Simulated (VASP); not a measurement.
**ZrBr: single point with LDA**

ZrBr:

```
Zr Br
1.0
     1.71652    0.99103    9.35700
    -1.71652    0.99103    9.35700
     0.00000   -1.98207    9.35700
Zr Br
2 2
Direct
  0.20920 0.20920 0.20920
  0.79080 0.79080 0.79080
  0.39170 0.39170 0.39170
  0.60830 0.60830 0.60830
```

This cell differs from its parent crystal: equal xx and yy strain of -2 %.

```
Program                : VASP 6.6.1
Task                   : single point
Functional             : LDA
Potentials or basis    : VASP PAW LDA potentials, release 64 (Zr_sv, Br)
Cutoff                 : 520 eV
k mesh                 : 10 × 10 × 10
Occupations            : fermi-dirac, width 0.02 eV
Spin                   : no spin polarisation
Dipole correction      : no
Further INCAR settings : ALGO = Normal; EDIFF = 1e-06; NBANDS = 27
```

* Pressure: 0.0 GPa
* Largest force: 0.428 eV/Å
* Band gap on the k mesh: zero (bands 19 and 20 overlap by 0.38 eV)

Forces on the atoms (eV/Å):
```
Zr   0.000  0.000 -0.428
Zr   0.000  0.000  0.428
Br   0.000  0.000 -0.135
Br   0.000  0.000  0.135
```

Stress tensor (GPa, compression positive):
```
 0.36  0.00  0.00
 0.00  0.36  0.00
 0.00  0.00 -0.78
```

Levels at points of the mesh, in eV from the Fermi level:
```tsv
k point	band 17	band 18	band 19	band 20	band 21	band 22
(0.00, 0.00, 0.00)	-2.63	-1.49	0.33	0.33	0.52	1.02
(0.50, 0.00, 0.00)	-2.16	-1.26	-1.10	-0.05	1.16	2.97
(0.50, 0.50, 0.00)	-2.32	-1.06	-0.99	-0.05	1.07	3.10
(0.50, 0.50, 0.50)	-2.00	-1.90	0.31	0.31	0.55	1.06
```

It took 53 min on 1 thread of Oxide Virtual Turin-like Processor (shared host), peak memory 0.65 GiB.

Caveat: the cell differs from its parent crystal (equal xx and yy strain of -2 %).
